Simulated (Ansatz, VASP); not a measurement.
**TiO2: VASP beside Ansatz**

File INCAR:

```
SYSTEM = TiO2
  PREC = Accurate
  ENCUT = 520
  EDIFF = 1E-6
  ISMEAR = -1
  SIGMA = 0.05
  LREAL = .False.
  LASPH = .True.
  NELM = 80
  ALGO = Normal
  ISIF = 2
  LWAVE = .False.
  LCHARG = .False.
  GGA = PE
  NBANDS = 60
```

File KPOINTS:

```
Automatic mesh
0
Gamma
  3 9 6
  0 0 0
```

POSCAR

```
TiO2
1.0
    9.4590000000      0.0000000000      0.0000000000
    0.0000000000      2.9585000000      0.0000000000
    0.0000000000      0.0000000000      4.9022000000
Ti O
4 8
Direct
    0.6369000000      0.2500000000      0.5646300000
    0.3631000000      0.7500000000      0.4353700000
    0.8631000000      0.7500000000      0.0646300000
    0.1369000000      0.2500000000      0.9353700000
    0.4724000000      0.2500000000      0.2916000000
    0.5276000000      0.7500000000      0.7084000000
    0.0276000000      0.7500000000      0.7916000000
    0.9724000000      0.2500000000      0.2084000000
    0.7663000000      0.2500000000      0.8635000000
    0.2337000000      0.7500000000      0.1365000000
    0.7337000000      0.7500000000      0.3635000000
    0.2663000000      0.2500000000      0.6365000000
```

Contents of input.yaml:

```yaml
crystal:
  lattice:
    - [9.459, 0.0, 0.0]
    - [0.0, 2.9585, 0.0]
    - [0.0, 0.0, 4.9022]
  atoms:
    - { symbol: Ti, position: [0.6369, 0.25, 0.56463] }
    - { symbol: Ti, position: [0.3631, 0.75, 0.43537] }
    - { symbol: Ti, position: [0.8631, 0.75, 0.06463] }
    - { symbol: Ti, position: [0.1369, 0.25, 0.93537] }
    - { symbol: O, position: [0.4724, 0.25, 0.2916] }
    - { symbol: O, position: [0.5276, 0.75, 0.7084] }
    - { symbol: O, position: [0.0276, 0.75, 0.7916] }
    - { symbol: O, position: [0.9724, 0.25, 0.2084] }
    - { symbol: O, position: [0.7663, 0.25, 0.8635] }
    - { symbol: O, position: [0.2337, 0.75, 0.1365] }
    - { symbol: O, position: [0.7337, 0.75, 0.3635] }
    - { symbol: O, position: [0.2663, 0.25, 0.6365] }
hamiltonian:
  xc: pbe
  pseudopotentials: { kind: paw }
kpoints:
  mp_grid: { grid: [3, 9, 6] }
scf:
  occupations: { method: fermi_dirac, width: 0.05 }
output:
  forces: true
  stress: true
  eigenvalues: true
```

Alike in both runs: task single point; functional PBE; k mesh 3 × 9 × 6; occupations fermi-dirac, width 0.05 eV; no spin polarisation.

|  | VASP | Ansatz |
| --- | --- | --- |
| version | VASP 6.6.1 | Ansatz 0.2.0 |
| potentials or method | VASP PAW PBE potentials, release 64 (Ti_sv, O) | Ansatz PAW |
| plane-wave cutoff (eV) | 520 | 420 |
| valence electrons in the cell | 96 | 96 |

```tsv
	VASP	Ansatz	Ansatz less VASP
gap on the k mesh at the Fermi level (eV)	2.46	2.48	+0.024
least direct gap on the mesh (eV)	2.50	2.53	+0.025
pressure (GPa)	2.2	1.5	-0.70
traceless stress, the component that is largest in VASP (GPa)	0.75	0.59	-0.162
rms of the force components (eV/Å)	0.125	0.148	+0.0226
```

Atom by atom the forces differ by 0.024 eV/Å (rms over components).

Noted on Ansatz's run: odd divisions of the mesh miss points on the zone boundary, where band edges often lie, so the gap on the mesh can be too wide.
